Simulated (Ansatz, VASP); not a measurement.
## One calculation of Pd2PtSe6, two programs

```
Pd Pt Se
1.0
     3.79656    0.00000    0.00000
    -1.89828    3.28791    0.00000
     0.00000    0.00000   15.18707
Pd Pt Se
2 1 6
Cartesian
  0.0000 0.0000 5.1168
  0.0000 0.0000 10.0702
  0.0000 0.0000 0.0000
  0.0000 2.1919 1.2891
  0.0000 2.1919 6.4090
  0.0000 2.1919 11.3537
  1.8983 1.0960 3.8334
  1.8983 1.0960 8.7780
  1.8983 1.0960 13.8979
```

Alike in both runs: task single point; functional PBE; k mesh 6 × 6 × 2; occupations gaussian, width 0.2 eV; no spin polarisation.

|  | VASP | Ansatz |
| --- | --- | --- |
| version | VASP 6.6.1 | Ansatz 0.2.0 |
| potentials or method | VASP PAW PBE potentials, release 64 (Pd, Pt, Se), cutoff 520 eV | scalar-relativistic, plane waves, PAW |
| valence electrons in the cell | 66 | 150 |

|  | VASP | Ansatz | Ansatz less VASP |
| --- | --- | --- | --- |
| gap on the k mesh at the Fermi level (eV) | none | none | - |
| pressure (GPa) | 0.0 | 0.0 | +0.01 |
| rms of the force components (eV/Å) | 0.014 | 0.011 | -0.0034 |

Atom by atom the forces differ by 0.004 eV/Å (rms over components). A gap of «none» marks a metal or a gap that the smearing closes. VASP's potentials hold 66 valence electrons a cell and Ansatz's 150, so a difference there can come from the potentials and not from the codes.

Neither program's run includes spin-orbit coupling.
